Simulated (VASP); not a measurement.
Crystal: SiW.

```xyz
2
Lattice="0.0000 2.7632 2.7632 2.7632 0.0000 2.7632 2.7632 2.7632 0.0000" Properties=species:S:1:pos:R:3 pbc="T T T"
W     0.0000    0.0000    0.0000
Si    1.3816    1.3816    1.3816
```

Base run:

```yaml
Program: VASP 6.6.1
Functional: r2SCAN
Potentials_or_basis: VASP PAW PBE potentials, release 64 (W_sv, Si)
Cutoff: 520 eV
k_mesh: 14 × 14 × 14
Occupations: gaussian, width 0.1 eV
Spin: collinear spin
Starting_moments: "[2.5, 0.0] μB"
```

Its results: band gap on the k mesh zero (filled and empty bands overlap); pressure 1.9 GPa; net moment 0.00 μB per cell.

Problem. The run is repeated on the same cell with these changes: functional from r2SCAN to PBEsol. What comes out?

Solution. Band gap on the k mesh zero (filled and empty bands overlap); pressure 0.1 GPa; net moment 0.00 μB per cell.

Caveats: the PAW data sets were made with another functional, which shifts forces and pressure a little; spin-orbit coupling is left out, which moves the levels of the heavy elements.
